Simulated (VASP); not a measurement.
# BAs (F-43m) in VASP: further runs

Runs on BAs. Level: PBE. Tasks: relaxation of cell and atoms.

Everything below comes from runs of VASP 6.6.1. Logs are shortened: lines on timing, memory, paths and dates and some standing lists are left out, and cuts for length are marked.

### Step 1. The cell of the first run

The structure is cubic, space group F-43m (No. 216). Conventional cell: a = 4.777 Å, b = 4.777 Å, c = 4.777 Å, α = 90.00°, β = 90.00°, γ = 90.00°. B (site symmetry -43m) has 4 As at 2.07 Å within 2.7 Å. Within 2.7 Å of As (site symmetry -43m) lie 4 B at 2.07 Å.

### Step 2. Relaxation of cell and atoms, PBE

The input, INCAR:

```
SYSTEM = BAs
PREC = Accurate
ENCUT = 500
EDIFF = 1E-7
ISMEAR = 0
SIGMA = 0.01
LREAL = .False.
LASPH = .True.
NELM = 120
ALGO = Normal
ISIF = 3
LWAVE = .False.
LCHARG = .False.
GGA = PE
IBRION = 2
NSW = 100
EDIFFG = -0.01
GGA_COMPAT = .False.
NELMIN = 4
```

The input, KPOINTS:

```
Automatic mesh
0
Gamma
  8 8 8
  0 0 0
```

The input, POSCAR:

```
BAs
1.0
    0.0000000000      2.3885000000      2.3885000000
    2.3885000000      0.0000000000      2.3885000000
    2.3885000000      2.3885000000      0.0000000000
B As
1 1
Direct
    0.0000000000      0.0000000000      0.0000000000
    0.7500000000      0.7500000000      0.7500000000
```

Potentials or basis: VASP PAW PBE potentials, release 64 (B, As).

Launch:

```console
$ cat potpaw_PBE.64/B/POTCAR potpaw_PBE.64/As/POTCAR > POTCAR
$ mpirun -np 1 vasp_std > vasp.out
```

OUTCAR:

```text
SYSTEM = BAs
   PREC = Accurate
   ENCUT = 500
   EDIFF = 1E-7
   ISMEAR = 0
   LREAL = .False.
   LASPH = .True.
   NELM = 120
   ISIF = 3
   GGA = PE
   IBRION = 2
   NSW = 100
   EDIFFG = -0.01
   NELMIN = 4

 ion  position               nearest neighbor table
   1  0.000  0.000  0.000-   2 2.07   2 2.07   2 2.07   2 2.07
   2  0.750  0.750  0.750-   1 2.07   1 2.07   1 2.07   1 2.07

  LATTYP: Found a face centered cubic cell.
 ALAT       =     4.7770000000

  Lattice vectors:

 A1 = (   0.0000000000,   2.3885000000,   2.3885000000)
 A2 = (   2.3885000000,   0.0000000000,   2.3885000000)
 A3 = (   2.3885000000,   2.3885000000,   0.0000000000)

Analysis of symmetry for initial positions (statically):
=====================================================================
 Subroutine PRICEL returns:
 Original cell was already a primitive cell.

 Routine SETGRP: Setting up the symmetry group for a
 face centered cubic supercell.

 Subroutine GETGRP returns: Found 24 space group operations
 (whereof 24 operations were pure point group operations)
 out of a pool of 48 trial point group operations.

The static configuration has the point symmetry T_d .

Analysis of symmetry for dynamics (positions and initial velocities):
=====================================================================
 Subroutine PRICEL returns:
 Original cell was already a primitive cell.

 Routine SETGRP: Setting up the symmetry group for a
 face centered cubic supercell.

 Subroutine GETGRP returns: Found 24 space group operations
 (whereof 24 operations were pure point group operations)
 out of a pool of 48 trial point group operations.

The dynamic configuration has the point symmetry T_d .

 Subroutine INISYM returns: Found 24 space group operations
 (whereof 24 operations are pure point group operations),
 and found     1 'primitive' translations

----------------------------------------------------------------------------------------

                                     Primitive cell

  volume of cell :      27.2525

  direct lattice vectors                    reciprocal lattice vectors
     0.000000000  2.388500000  2.388500000    -0.209336404  0.209336404  0.209336404
     2.388500000  0.000000000  2.388500000     0.209336404 -0.209336404  0.209336404
     2.388500000  2.388500000  0.000000000     0.209336404  0.209336404 -0.209336404

  length of vectors
     3.377849094  3.377849094  3.377849094     0.362581287  0.362581287  0.362581287

  position of ions in fractional coordinates (direct lattice)
     0.000000000  0.000000000  0.000000000
     0.750000000  0.750000000  0.750000000

  ion indices of the primitive-cell ions
   primitive index   ion index
                 1           1
                 2           2

----------------------------------------------------------------------------------------

 KPOINTS: Automatic mesh

Automatic generation of k-mesh.
 Grid dimensions read from file:
 generate k-points for:    8    8    8

 Generating k-lattice:

  Cartesian coordinates                     Fractional coordinates (reciprocal lattice)
    -0.026167050  0.026167050  0.026167050     0.125000000  0.000000000  0.000000000
     0.026167050 -0.026167050  0.026167050     0.000000000  0.125000000  0.000000000
     0.026167050  0.026167050 -0.026167050     0.000000000  0.000000000  0.125000000

  Length of vectors
     0.045322661  0.045322661  0.045322661

  Shift w.r.t. Gamma in fractional coordinates (k-lattice)
     0.000000000  0.000000000  0.000000000

 Subroutine IBZKPT returns following result:
 ===========================================

 Found     29 irreducible k-points:

 Following reciprocal coordinates:
            Coordinates               Weight
  0.000000  0.000000  0.000000      1.000000
  0.125000  0.000000  0.000000      8.000000
  0.250000  0.000000  0.000000      8.000000
  0.375000  0.000000  0.000000      8.000000
  0.500000  0.000000  0.000000      4.000000
  0.125000  0.125000  0.000000      6.000000
[... 16 lines left out ...]
  0.500000  0.250000  0.125000     48.000000
 -0.375000  0.250000  0.125000     24.000000
 [... further k-points ...]
   k-points           NKPTS =     29   k-points in BZ     NKDIM =     29   number of bands    NBANDS=      8
   number of dos      NEDOS =    301   number of ions     NIONS =      2
   total plane-waves  NPLWV =  21952
   dimension x,y,z NGX =    28 NGY =   28 NGZ =   28
   dimension x,y,z NGXF=    56 NGYF=   56 NGZF=   56
   ions per type =               1   1
   NGX,Y,Z   is equivalent  to a cutoff of  13.78, 13.78, 13.78 a.u.
   NGXF,Y,Z  is equivalent  to a cutoff of  27.56, 27.56, 27.56 a.u.
 SYSTEM =  BAs
   PREC   = accura    normal or accurate (medium, high low for compatibility)
   ISTART =      0    job   : 0-new  1-cont  2-samecut
   ICHARG =      2    charge: 1-file 2-atom 10-const
   ISPIN  =      1    spin polarized calculation?
   LNONCOLLINEAR =      F non collinear calculations
   LSORBIT =      F    spin-orbit coupling
   LASPH  =      T    aspherical Exc in radial PAW
   ENCUT  =  500.0 eV  36.75 Ry    6.06 a.u.   6.16  6.16  6.16*2*pi/ulx,y,z
   NELM   =    120;   NELMIN=  4; NELMDL= -5     # of ELM steps
   EDIFF  = 0.1E-06   stopping-criterion for ELM
   LREAL  =      F    real-space projection
   EDIFFG = -.1E-01   stopping-criterion for IOM
   NSW    =    100    number of steps for IOM
   IBRION =      2    ionic relax: 0-MD 1-quasi-New 2-CG
   NFREE  =      1    steps in history (QN), initial steepest desc. (CG)
   ISIF   =      3    stress and relaxation
   ISYM   =      2    0-nonsym 1-usesym 2-fastsym
   POTIM  = 0.5000    time-step for ionic-motion
   TEBEG  =    0.0;   TEEND  =   0.0 temperature during run
   PSTRESS=    0.0 pullay stress
   NELECT =       8.0000    total number of electrons
   NUPDOWN=      -1.0000    fix difference up-down
   EMIN   =  10.00;   EMAX   =-10.00  energy-range for DOS
   EFERMI =   0.00;   METHOD = LEGACY
   ISMEAR =     0;   SIGMA  =   0.01  broadening in eV -4-tet -1-fermi 0-gaus
   EFERMI_NEDOS =   21; number of points for ismear=-14 and -15
   IALGO  =     38    algorithm
   IMIX   =      4    mixing-type and parameters
     AMIX     =   0.40;   BMIX     =  1.00
     AMIX_MAG =   1.60;   BMIX_MAG =  1.00
  volume/ion in A,a.u.               =      13.63        91.95
  Fermi-wavevector in a.u.,A,eV,Ry     =   1.088018  2.056057 16.106360  1.183784
  Thomas-Fermi vector in A             =   2.224191
   LORBIT       =      0    0 simple, 1 ext, 2 COOP (PROOUT), +10 PAW based schemes
   GGA     = PE    functional components
   LHFCALC =     F    Hartree Fock is set to
   AEXX    =    0.0000 exact exchange contribution
   IVDW    =     0    specifies the selected vdW correction
   LEPSILON=     F    determine dielectric tensor
   LRPA    =     F    only Hartree local field effects (RPA)
 conjugate gradient relaxation of ions
 non-spin polarized calculation
 Gauss-broadening in eV      SIGMA  =   0.01
  energy-cutoff  :      500.00
  volume of cell :       27.25
 maximum number of plane-waves:       701
 NGX is ok and might be reduce to    28
   NGX = 13   NGY = 13   NGZ = 13

--------------------------------------- Ionic step        1  -------------------------------------------

 number of electron       8.0000000 magnetization

 Free energy of the ion-electron system (eV)
  ---------------------------------------------------
  ext. energy  EPLUGINS =         0.00000000
  ---------------------------------------------------
  free energy    TOTEN  =       -11.40395257 eV

  energy without entropy =      -11.40395257  energy(sigma->0) =      -11.40395257

------------------------ aborting loop because EDIFF is reached ----------------------------------------

  FORCE on cell =-STRESS in cart. coord.  units (eV):
  Direction    XX          YY          ZZ          XY          YZ          ZX
  --------------------------------------------------------------------------------------
  -------------------------------------------------------------------------------------
  Total        0.5843908      0.5843908      0.5843908     -0.0000000      0.0000000     -0.0000000
  in kB       34.3564476     34.3564476     34.3564476     -0.0000000      0.0000000     -0.0000000
  external PRESSURE =      34.3564476 kB  Pullay stress =       0.0000000 kB
[... 57 lines left out ...]
  energy  without entropy=      -11.4076826995  energy(sigma->0) =      -11.40768270

--------------------------------------- Ionic step        3  -------------------------------------------

 number of electron       8.0000000 magnetization

 Free energy of the ion-electron system (eV)
  ---------------------------------------------------
  ext. energy  EPLUGINS =         0.00000000
  ---------------------------------------------------
  free energy    TOTEN  =       -11.41108610 eV

  energy without entropy =      -11.41108610  energy(sigma->0) =      -11.41108610

 E-fermi :   5.9685     XC(G=0): -10.4770

 val. band max:        5.8575484324   @ k =   0.0000   0.0000   0.0000
 cond. band min:       7.0701084012   @ k =   0.3750   0.3750   0.0000
 fundamental gap:      1.2125599688
 Fermi energy:         5.9685406205

 k-point     1 :       0.0000    0.0000    0.0000
  band No.  band energies     occupation
      1      -9.3211      2.00000
      2       5.8575      2.00000
      3       5.8575      2.00000
      4       5.8575      2.00000
      5       9.1030      0.00000
      6       9.1030      0.00000
      7       9.1030      0.00000
      8      10.2326      0.00000
[... 243 lines left out ...]
 k-point    24 :      -0.3750    0.2500    0.1250
  band No.  band energies     occupation
      1      -5.9809      2.00000
      2      -2.2791      2.00000
      3       1.3896      2.00000
      4       2.8658      2.00000
      5       9.7758      0.00000
      6      10.5558      0.00000
      7      13.1819      0.00000
      8      14.7318      0.00000

 [... further k-points ...]

------------------------ aborting loop because EDIFF is reached ----------------------------------------

  FORCE on cell =-STRESS in cart. coord.  units (eV):
  Direction    XX          YY          ZZ          XY          YZ          ZX
  --------------------------------------------------------------------------------------
  -------------------------------------------------------------------------------------
  Total        0.0012806      0.0012806      0.0012806     -0.0000000      0.0000000      0.0000000
  in kB        0.0734506      0.0734506      0.0734506     -0.0000000      0.0000000      0.0000000
  external PRESSURE =       0.0734506 kB  Pullay stress =       0.0000000 kB
[... 17 lines left out ...]
  FREE ENERGIE OF THE ION-ELECTRON SYSTEM (eV)
  ---------------------------------------------------
  free  energy   TOTEN  =       -11.4110860981 eV

  energy  without entropy=      -11.4110860981  energy(sigma->0) =      -11.41108610

 reached required accuracy - stopping structural energy minimisation
```

It took 10 s on 1 thread of Intel Xeon 6975P-C (Granite Rapids), shared host; peak memory 0.16 GiB.

Results:

| Item | Value |
| --- | --- |
| Free energy | -11.4111 eV |
| Relaxed volume | 13.97 Å³/atom |
| Relaxed cell | a = 3.406 Å, b = 3.406 Å, c = 3.406 Å, α = 60.00°, β = 60.00°, γ = 60.00° |
| Space group after relaxing (to 0.1 Å) | F-43m (No. 216) |
| Energy gained by relaxing | 3.6 meV/atom |
| Ionic steps | 3 |
| Pressure after relaxing | 0.0 GPa |
| Band gap on the k mesh | 1.21 eV (least direct gap 3.25 eV) |

Step by step:
```
step  energy change (eV)  largest force (eV/Å)  pressure (GPa)  volume (Å³)
   1              0.0000                0.0000            3.44        27.25
   2             -0.0037                0.0000           -2.20        28.42
   3             -0.0071                0.0000            0.01        27.93
```

Final structure:
```yaml
crystal:
  lattice:
    - [0.00000, 2.40824, 2.40824]
    - [2.40824, 0.00000, 2.40824]
    - [2.40824, 2.40824, 0.00000]
  atoms:
    - { symbol: B, position: [0.00000, 0.00000, 0.00000] }
    - { symbol: As, position: [0.75000, 0.75000, 0.75000] }
```

### Step 3. Relaxation of cell and atoms, PBE, target pressure 5 GPa, at which the enthalpy is minimised

The input, INCAR:

```
  PREC = Accurate
  ENCUT = 500
  EDIFF = 1E-7
  ISMEAR = 0
  SIGMA = 0.01
  LREAL = F
  LASPH = T
  NELM = 120
  ALGO = Normal
  ISIF = 3
  LWAVE = F
  LCHARG = F
  GGA = PE
  IBRION = 2
  NSW = 100
  EDIFFG = -0.01
  PSTRESS = 50.0
  GGA_COMPAT = F
  NELMIN = 4
```

The input, KPOINTS:

```
Automatic mesh
0
Gamma
  8 8 8
```

POSCAR is that of step 2.

Potentials or basis: VASP PAW PBE potentials, release 64 (B, As).

Launch:

```console
$ cat potpaw_PBE.64/B/POTCAR potpaw_PBE.64/As/POTCAR > POTCAR
$ mpirun -np 1 vasp_std > vasp.out
```

It took 10 s on 1 thread of Intel Xeon 6975P-C (Granite Rapids), shared host; peak memory 0.15 GiB.

Results (log left out):

```yaml
Free_energy: -11.3964 eV
Relaxed_volume: 13.48 Å³/atom
Relaxed_cell: a = 3.366 Å, b = 3.366 Å, c = 3.366 Å, α = 60.00°, β = 60.00°, γ = 60.00°
Space_group_after_relaxing_to_0.1_Å: F-43m (No. 216)
Energy_change_on_relaxing_the_run_minimises_the_enthalpy: +3.8 meV/atom
Ionic_steps: 3
Pressure_after_relaxing: 5.0 GPa
Band_gap_on_the_k_mesh: 1.18 eV (least direct gap 3.29 eV)
```

Step by step:
```csv
step,energy change (eV),largest force (eV/Å),pressure (GPa),volume (Å³)
1,0.0000,0.0000,3.44,27.25
2,0.0158,0.0000,6.37,26.73
3,0.0075,0.0000,5.01,26.97
```

Final structure:
```yaml
crystal:
  lattice:
    - [0.00000, 2.38010, 2.38010]
    - [2.38010, 0.00000, 2.38010]
    - [2.38010, 2.38010, 0.00000]
  atoms:
    - { symbol: B, position: [0.00000, 0.00000, 0.00000] }
    - { symbol: As, position: [0.75000, 0.75000, 0.75000] }
```

Levels at points of the mesh, in eV from the valence-band top:
| k point | band 1 | band 2 | band 3 | band 4 | band 5 | band 6 | band 7 | band 8 |
| --- | --- | --- | --- | --- | --- | --- | --- | --- |
| (0.00, 0.00, 0.00) | -15.50 | 0.00 | 0.00 | 0.00 | 3.29 | 3.29 | 3.29 | 4.82 |
| (0.50, 0.00, 0.00) | -12.59 | -8.87 | -1.84 | -1.84 | 2.75 | 4.79 | 4.79 | 8.89 |
| (0.50, 0.50, 0.00) | -11.25 | -8.59 | -4.13 | -4.13 | 1.41 | 1.43 | 11.47 | 11.47 |

Caveat: the cell is relaxed towards a set pressure, so the run minimises the enthalpy, not the energy. A k mesh can miss the band edges.
